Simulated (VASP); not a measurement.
## HCl: single point with PBEsol

HCl:

```
CELL_PARAMETERS angstrom
0.00000 2.60062 2.87438
2.60062 0.00000 2.87438
2.60062 2.60062 0.00000
ATOMIC_POSITIONS crystal
H 0.00000 0.00000 0.00000
Cl 0.50000 0.50000 0.50000
```

This cell differs from its parent crystal: strain -0.050 along x and y, +0.050 along z.

- Program: VASP 6.6.1
- Task: single point
- Functional: PBEsol
- Potentials or basis: VASP PAW PBE potentials, release 64 (H, Cl)
- Cutoff: 520 eV
- k mesh: 16 × 16 × 16
- Occupations: gaussian, width 0.15 eV
- Spin: no spin polarisation
- Dipole correction: no
- Further INCAR settings: ALGO = Normal; EDIFF = 1e-06; NBANDS = 11

| Quantity | Value |
| --- | --- |
| Pressure | -10.8 GPa |
| Band gap on the k mesh | zero (band 4 reaches -1.92 eV, above the bottom of band 5 at -2.12 eV) |

Stress tensor (GPa, compression positive):
```
-13.06   0.00   0.00
  0.00 -13.06   0.00
  0.00   0.00  -6.17
```

Levels at points of the mesh, in eV from the Fermi level:
```csv
k point,band 2,band 3,band 4,band 5,band 6,band 7
"(0.00, 0.00, 0.00)",-0.19,-0.19,-0.18,-0.06,11.22,12.03
"(0.50, 0.00, 0.00)",-3.40,-0.43,-0.25,2.53,7.82,10.75
"(0.50, 0.50, 0.00)",-2.03,-0.71,-0.71,-0.16,9.54,11.59
"(0.50, 0.00, 0.50)",-2.09,-1.16,-0.68,-0.29,9.19,12.71
```

Run time: 2.9 min on 1 thread of Intel(R) Xeon(R) Platinum 8175M CPU @ 2.50GHz (Skylake/Cascade Lake) (shared host), peak memory 0.26 GiB.

Caveat: the cell differs from its parent crystal (strain -0.050 along x and y, +0.050 along z); the PAW data sets were made with another functional, which shifts forces and pressure a little.
